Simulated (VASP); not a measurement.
Set up this calculation in VASP 6.6.1, as the native input.

* Task: single point
* Functional: LDA
* Potentials or basis: VASP PAW LDA potentials, release 64 (As)
* Cutoff: 520 eV
* k mesh: 18 × 18 × 18
* Occupations: gaussian, width 0.15 eV
* Spin: no spin polarisation
* Dipole correction: no
* Further INCAR settings: ALGO = Normal; EDIFF = 1e-07; NBANDS = 8

The structure of As lies in POSCAR:

```
As
1.0
    2.7036817444      0.0000000000      0.0000000000
    0.0000000000      2.7036817444      0.1520820981
    0.0000000000      0.1520820981      2.7036817444
As
1
Direct
    0.5000000000      0.5000000000      0.5000000000
```

This cell differs from its parent crystal: strain +0.1125 x Voigt [0, 0, 0, 1, 0, 0].

The input as run:

INCAR

```
SYSTEM = As
ALGO     = Normal         ! electronic algorithm
EDIFF    = 1E-7           ! SCF threshold, eV
ENCUT    = 520            ! plane-wave cutoff, eV
ISIF     = 2              ! what is computed and relaxed
ISMEAR   = 0              ! smearing method
LASPH    = .TRUE.         ! aspherical terms in the spheres
LCHARG   = .FALSE.        ! write CHGCAR
LREAL    = .FALSE.        ! projectors in reciprocal space
LWAVE    = .FALSE.        ! write WAVECAR
NBANDS   = 8              ! bands
NELM     = 80             ! most SCF steps
PREC     = Accurate       ! precision mode
SIGMA    = 0.15           ! smearing width, eV
```

KPOINTS

```
k-points
0
G
  18 18 18
  0 0 0
```

Potentials or basis: VASP PAW LDA potentials, release 64 (As).

The run is started by

```console
$ cat potpaw_LDA.64/As/POTCAR > POTCAR
$ mpirun -np 1 vasp_std > vasp.out
```

Results of the run:

```
Pressure : -2.3 GPa
```

Caveat: the cell differs from its parent crystal (strain +0.1125 x Voigt [0, 0, 0, 1, 0, 0]).

Wall time 48 s on 1 thread of Intel(R) Xeon(R) 6975P-C (Granite Rapids) (shared host), peak memory 0.23 GiB.
